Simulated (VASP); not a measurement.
# Lu2NF3 (P2_1/m) in VASP: single point with PBE

Aim: the single point of Lu2NF3 with PBE.

All numbers are computed with VASP 6.6.1; they aren't measurements. Logs are shortened: lines on timing, memory, paths and dates and some standing lists are left out, and cuts for length are marked.

## Step 1: The cell of the first run

Symmetry: P2_1/m, No. 11, monoclinic system. The conventional cell has a = 5.993 Å, b = 3.817 Å, c = 7.057 Å, α = 90.00°, β = 96.62°, γ = 90.00°. Within 2.8 Å of Lu (site symmetry m) lie 1 N at 2.12 Å and 8 F at 2.26 to 2.76 Å. Within 3.0 Å of Lu (site symmetry m) lie 3 N at 2.17 to 2.20 Å and 4 F at 2.34 to 2.91 Å. N (site symmetry m) has 4 Lu at 2.12 to 2.20 Å and 5 F at 2.81 to 3.08 Å and 2 N at 2.92 Å within 3.1 Å. Within 3.1 Å of F (site symmetry m) lie 4 Lu at 2.32 to 2.76 Å and 8 F at 2.62 to 3.05 Å. Within 3.2 Å of F (site symmetry m) lie 5 Lu at 2.41 to 2.91 Å and 4 F at 2.62 to 2.88 Å and 3 N at 2.81 to 3.08 Å. Within 3.1 Å of F (site symmetry m) lie 3 Lu at 2.26 to 2.32 Å and 6 F at 2.43 to 3.05 Å and 2 N at 2.90 Å.

## Step 2: Single point, PBE

Input file INCAR:

```
PREC = Accurate ; ENCUT = 1350
EDIFF = 1E-6 ; ISMEAR = 0
SIGMA = 0.15 ; LREAL = False
LASPH = True ; NELM = 120
ALGO = Normal ; ISIF = 2
LWAVE = False ; LCHARG = True
GGA = PE ; LELF = True
LVHAR = True ; NBANDS = 88
GGA_COMPAT = False
```

Input file KPOINTS:

```
Automatic mesh
0
Gamma
  2 3 2
```

Input file POSCAR:

```
Lu2NF3
1.0
    5.9824952823      0.0000000000      0.3472415619
    0.0000000000      3.8169588590      0.0000000000
    0.4055781443      0.0000000000      7.0452581243
Lu N F
4 2 6
Direct
    0.7507031129      0.7500000000      0.8628008130
    0.2492968871      0.2500000000      0.1371991870
    0.7164580502      0.2500000000      0.4392661931
    0.2835419498      0.7500000000      0.5607338069
    0.3589814512      0.2500000000      0.4116049783
    0.6410185488      0.7500000000      0.5883950217
    0.1345674035      0.7500000000      0.8822126933
    1.0608654089      0.7500000000      0.2921092145
    0.8654325965      0.2500000000      0.1177873067
   -0.0608654089      0.2500000000      0.7078907855
    0.5291569504      0.2500000000      0.8932273770
    0.4708430496      0.7500000000      0.1067726230
```

Potentials or basis: VASP PAW PBE potentials, release 64 (Lu, N_h, F_h).

Started as:

```console
cat potpaw_PBE.64/Lu/POTCAR potpaw_PBE.64/N_h/POTCAR potpaw_PBE.64/F_h/POTCAR > POTCAR
mpirun -np 1 vasp_std > vasp.out
```

OUTCAR:

```text
PREC = Accurate
   ENCUT = 1350
   EDIFF = 1E-6
   ISMEAR = 0
   LREAL = False
   LASPH = True
   NELM = 120
   ISIF = 2
   GGA = PE

 ion  position               nearest neighbor table
   1  0.751  0.750  0.863-   6 2.12  12 2.26   7 2.32  11 2.32  11 2.32  10 2.41  10 2.41   3 3.57
                             3 3.57   4 3.63   4 3.71
   2  0.249  0.250  0.137-   5 2.12  11 2.26   9 2.32  12 2.32  12 2.32   8 2.41   8 2.41   4 3.57
                             4 3.57   3 3.63   3 3.71
   3  0.716  0.250  0.439-   5 2.17   6 2.20   6 2.20   9 2.34  10 2.44   4 3.25   4 3.25   1 3.57
                             1 3.57   2 3.63   2 3.71
   4  0.284  0.750  0.561-   6 2.17   5 2.20   5 2.20   7 2.34   8 2.44   3 3.25   3 3.25   2 3.57
                             2 3.57   1 3.63   1 3.71
   5  0.359  0.250  0.412-   2 2.12   3 2.17   4 2.20   4 2.20
   6  0.641  0.750  0.588-   1 2.12   4 2.17   3 2.20   3 2.20
   7  0.135  0.750  0.882-   1 2.32   4 2.34
   8  0.061  0.750  0.292-   2 2.41   2 2.41   4 2.44
   9  0.865  0.250  0.118-   2 2.32   3 2.34
  10  0.939  0.250  0.708-   1 2.41   1 2.41   3 2.44
  11  0.529  0.250  0.893-   2 2.26   1 2.32   1 2.32
  12  0.471  0.750  0.107-   1 2.26   2 2.32   2 2.32

  LATTYP: Found a simple monoclinic cell.
 ALAT       =     5.9925642679
 B/A-ratio  =     0.6369491737
 C/A-ratio  =     1.1776131585
 COS(beta)  =    -0.1152254403

  Lattice vectors:

 A1 = (   5.9824952823,   0.0000000000,   0.3472415619)
 A2 = (   0.0000000000,  -3.8169588590,   0.0000000000)
 A3 = (  -0.4055781443,   0.0000000000,  -7.0452581243)

Analysis of symmetry for initial positions (statically):
=====================================================================
 Subroutine PRICEL returns:
 Original cell was already a primitive cell.

 Routine SETGRP: Setting up the symmetry group for a
 simple monoclinic supercell.

 Subroutine GETGRP returns: Found  4 space group operations
 (whereof  2 operations were pure point group operations)
 out of a pool of  4 trial point group operations.

The static configuration has the point symmetry S_2 .
 The point group associated with its full space group is C_2h.

Analysis of symmetry for dynamics (positions and initial velocities):
=====================================================================
 Subroutine PRICEL returns:
 Original cell was already a primitive cell.

 Routine SETGRP: Setting up the symmetry group for a
 simple monoclinic supercell.

 Subroutine GETGRP returns: Found  4 space group operations
 (whereof  2 operations were pure point group operations)
 out of a pool of  4 trial point group operations.

The dynamic configuration has the point symmetry S_2 .
 The point group associated with its full space group is C_2h.

 Subroutine INISYM returns: Found  4 space group operations
 (whereof  2 operations are pure point group operations),
 and found     1 'primitive' translations

----------------------------------------------------------------------------------------

                                     Primitive cell

  volume of cell :     160.3405

  direct lattice vectors                    reciprocal lattice vectors
     5.982495282  0.000000000  0.347241562     0.167714732  0.000000000 -0.009654924
     0.000000000  3.816958859  0.000000000     0.000000000  0.261988677  0.000000000
     0.405578144  0.000000000  7.045258124    -0.008266202  0.000000000  0.142415306

  length of vectors
     5.992564268  3.816958859  7.056922535     0.167992407  0.261988677  0.142655001

  position of ions in fractional coordinates (direct lattice)
     0.750703113  0.750000000  0.862800813
     0.249296887  0.250000000  0.137199187
     0.716458050  0.250000000  0.439266193
     0.283541950  0.750000000  0.560733807
     0.358981451  0.250000000  0.411604978
     0.641018549  0.750000000  0.588395022
     0.134567404  0.750000000  0.882212693
     0.060865409  0.750000000  0.292109215
     0.865432596  0.250000000  0.117787307
     0.939134591  0.250000000  0.707890785
     0.529156950  0.250000000  0.893227377
     0.470843050  0.750000000  0.106772623

  ion indices of the primitive-cell ions
   primitive index   ion index
                 1           1
                 2           2
                 3           3
                 4           4
                 5           5
                 6           6
                 7           7
                 8           8
                 9           9
                10          10
                11          11
                12          12

----------------------------------------------------------------------------------------

 KPOINTS: Automatic mesh

Automatic generation of k-mesh.
 Grid dimensions read from file:
 generate k-points for:    2    3    2

 Generating k-lattice:

  Cartesian coordinates                     Fractional coordinates (reciprocal lattice)
     0.083857366  0.000000000 -0.004827462     0.500000000  0.000000000 -0.000000000
     0.000000000  0.087329559  0.000000000     0.000000000  0.333333333  0.000000000
    -0.004133101  0.000000000  0.071207653     0.000000000  0.000000000  0.500000000

  Length of vectors
     0.083996203  0.087329559  0.071327501

  Shift w.r.t. Gamma in fractional coordinates (k-lattice)
     0.000000000  0.000000000  0.000000000

 Subroutine IBZKPT returns following result:
 ===========================================

 Found      8 irreducible k-points:

 Following reciprocal coordinates:
            Coordinates               Weight
  0.000000  0.000000  0.000000      1.000000
  0.500000  0.000000  0.000000      1.000000
  0.000000  0.333333  0.000000      2.000000
  0.500000  0.333333  0.000000      2.000000
  0.000000  0.000000  0.500000      1.000000
  0.500000  0.000000  0.500000      1.000000
  0.000000  0.333333  0.500000      2.000000
  0.500000  0.333333  0.500000      2.000000
   k-points           NKPTS =      8   k-points in BZ     NKDIM =      8   number of bands    NBANDS=     88
   number of dos      NEDOS =    301   number of ions     NIONS =     12
   total plane-waves  NPLWV = 311040
   dimension x,y,z NGX =    72 NGY =   48 NGZ =   90
   dimension x,y,z NGXF=   144 NGYF=   96 NGZF=  180
   ions per type =               4   2   6
   NGX,Y,Z   is equivalent  to a cutoff of  19.97, 20.91, 21.20 a.u.
   NGXF,Y,Z  is equivalent  to a cutoff of  39.95, 41.81, 42.40 a.u.
 SYSTEM =  unknown system
   PREC   = accura    normal or accurate (medium, high low for compatibility)
   ISTART =      0    job   : 0-new  1-cont  2-samecut
   ICHARG =      2    charge: 1-file 2-atom 10-const
   ISPIN  =      1    spin polarized calculation?
   LNONCOLLINEAR =      F non collinear calculations
   LSORBIT =      F    spin-orbit coupling
   LASPH  =      T    aspherical Exc in radial PAW
   ENCUT  = 1350.0 eV  99.22 Ry    9.96 a.u.  17.95 11.44 21.14*2*pi/ulx,y,z
   NELM   =    120;   NELMIN=  2; NELMDL= -5     # of ELM steps
   EDIFF  = 0.1E-05   stopping-criterion for ELM
   LREAL  =      F    real-space projection
[... 7 lines left out ...]
   TEBEG  =    0.0;   TEEND  =   0.0 temperature during run
   PSTRESS=    0.0 pullay stress
   NELECT =     152.0000    total number of electrons
   NUPDOWN=      -1.0000    fix difference up-down
   EMIN   =  10.00;   EMAX   =-10.00  energy-range for DOS
   EFERMI =   0.00;   METHOD = LEGACY
   ISMEAR =     0;   SIGMA  =   0.15  broadening in eV -4-tet -1-fermi 0-gaus
   EFERMI_NEDOS =   21; number of points for ismear=-14 and -15
   IALGO  =     38    algorithm
   IMIX   =      4    mixing-type and parameters
     AMIX     =   0.40;   BMIX     =  1.00
     AMIX_MAG =   1.60;   BMIX_MAG =  1.00
  volume/ion in A,a.u.               =      13.36        90.17
  Fermi-wavevector in a.u.,A,eV,Ry     =   1.608206  3.039068 35.189102  2.586326
  Thomas-Fermi vector in A             =   2.704112
   LORBIT       =      0    0 simple, 1 ext, 2 COOP (PROOUT), +10 PAW based schemes
   GGA     = PE    functional components
   LHFCALC =     F    Hartree Fock is set to
   AEXX    =    0.0000 exact exchange contribution
   IVDW    =     0    specifies the selected vdW correction
   LEPSILON=     F    determine dielectric tensor
   LRPA    =     F    only Hartree local field effects (RPA)
 non-spin polarized calculation
 Gauss-broadening in eV      SIGMA  =   0.15
  energy-cutoff  :     1350.00
  volume of cell :      160.34
 maximum number of plane-waves:     18134
 NGX is ok and might be reduce to    72
   NGX = 35   NGY = 23   NGZ = 43

 number of electron     152.0000009 magnetization

 Free energy of the ion-electron system (eV)
  ---------------------------------------------------
  ext. energy  EPLUGINS =         0.00000000
  ---------------------------------------------------
  free energy    TOTEN  =       -82.99961654 eV

  energy without entropy =      -82.99961654  energy(sigma->0) =      -82.99961654

 E-fermi :   3.1474     XC(G=0): -11.0609

 val. band max:        2.4222856254   @ k =   0.5000   0.3333   0.0000
 cond. band min:       5.5679814888   @ k =   0.0000   0.0000   0.0000
 fundamental gap:      3.1456958635
 Fermi energy:         3.1474098690

 k-point     1 :       0.0000    0.0000    0.0000
  band No.  band energies     occupation
      1     -52.6766      2.00000
      2     -52.6727      2.00000
      3     -51.5910      2.00000
      4     -51.5653      2.00000
      5     -24.0944      2.00000
      6     -23.6440      2.00000
[... 80 lines left out ...]
     87       9.0604      0.00000
     88       9.2521      0.00000

 k-point     2 :       0.5000    0.0000    0.0000
  band No.  band energies     occupation
      1     -52.6759      2.00000
      2     -52.6734      2.00000
      3     -51.5901      2.00000
      4     -51.5663      2.00000
      5     -24.1143      2.00000
      6     -23.6728      2.00000
[... 544 lines left out ...]
      5     -24.0563      2.00000
      6     -23.9231      2.00000
[... 80 lines left out ...]
     87       9.3581      0.00000
     88       9.3692      0.00000

------------------------ aborting loop because EDIFF is reached ----------------------------------------

  FORCE on cell =-STRESS in cart. coord.  units (eV):
  Direction    XX          YY          ZZ          XY          YZ          ZX
  --------------------------------------------------------------------------------------
  -------------------------------------------------------------------------------------
  Total        0.5776154      0.7702799      0.2763046      0.0000000      0.0000000      0.2491883
  in kB        5.7717326      7.6969027      2.7609312      0.0000000      0.0000000      2.4899750
  external PRESSURE =       5.4098555 kB  Pullay stress =       0.0000000 kB

 VOLUME and BASIS-vectors are now :
 -----------------------------------------------------------------------------
  energy-cutoff  :     1350.00
  volume of cell :      160.34
      direct lattice vectors                 reciprocal lattice vectors
     5.982495282  0.000000000  0.347241562     0.167714732  0.000000000 -0.009654924
     0.000000000  3.816958859  0.000000000     0.000000000  0.261988677  0.000000000
     0.405578144  0.000000000  7.045258124    -0.008266202  0.000000000  0.142415306

 POSITION                                       TOTAL-FORCE (eV/Angst)
 -----------------------------------------------------------------------------------
      4.84101      2.86272      6.33933         0.032836     -0.000000      0.090025
      1.54706      0.95424      1.05317        -0.032836      0.000000     -0.090025
      4.46436      0.95424      3.34353         0.054992     -0.000000     -0.029570
      1.92371      2.86272      4.04897        -0.054992     -0.000000      0.029570
      2.31454      0.95424      3.02452        -0.001560      0.000000      0.042424
      4.07353      2.86272      4.36798         0.001560     -0.000000     -0.042424
      1.16286      2.86272      6.26214         0.034612     -0.000000      0.011685
      0.48260      2.86272      2.07912        -0.046870      0.000000      0.020885
      5.22522      0.95424      1.13036        -0.034612     -0.000000     -0.011685
      5.90547      0.95424      5.31338         0.046870     -0.000000     -0.020885
      3.52795      0.95424      6.47676        -0.007714     -0.000000     -0.073806
      2.86012      2.86272      0.91574         0.007714     -0.000000      0.073806
 -----------------------------------------------------------------------------------
    total drift:                               -0.000000     -0.000000     -0.000000

  FREE ENERGIE OF THE ION-ELECTRON SYSTEM (eV)
  ---------------------------------------------------
  free  energy   TOTEN  =       -82.9996165358 eV

  energy  without entropy=      -82.9996165358  energy(sigma->0) =      -82.99961654
```

Run time: 25 min. Hardware: 1 thread of AMD EPYC 7R43 (Zen 3), shared host; peak memory 0.8 GiB.

Results:

```
Free energy            : -82.9996 eV
Pressure               : 0.5 GPa
Largest force          : 0.096 eV/Å
Band gap on the k mesh : 3.15 eV (least direct gap 3.19 eV)
```

Forces on the atoms (eV/Å):
```
Lu   0.033  0.000  0.090
Lu  -0.033  0.000 -0.090
Lu   0.055  0.000 -0.030
Lu  -0.055  0.000  0.030
N   -0.002  0.000  0.042
N    0.002  0.000 -0.042
F    0.035  0.000  0.012
F   -0.047  0.000  0.021
F   -0.035  0.000 -0.012
F    0.047  0.000 -0.021
F   -0.008  0.000 -0.074
F    0.008  0.000  0.074
```

Caveat: the k points lie up to 0.55 Å⁻¹ apart; spin-orbit coupling is left out, which moves the levels of the heavy elements. A k mesh can miss the band edges.
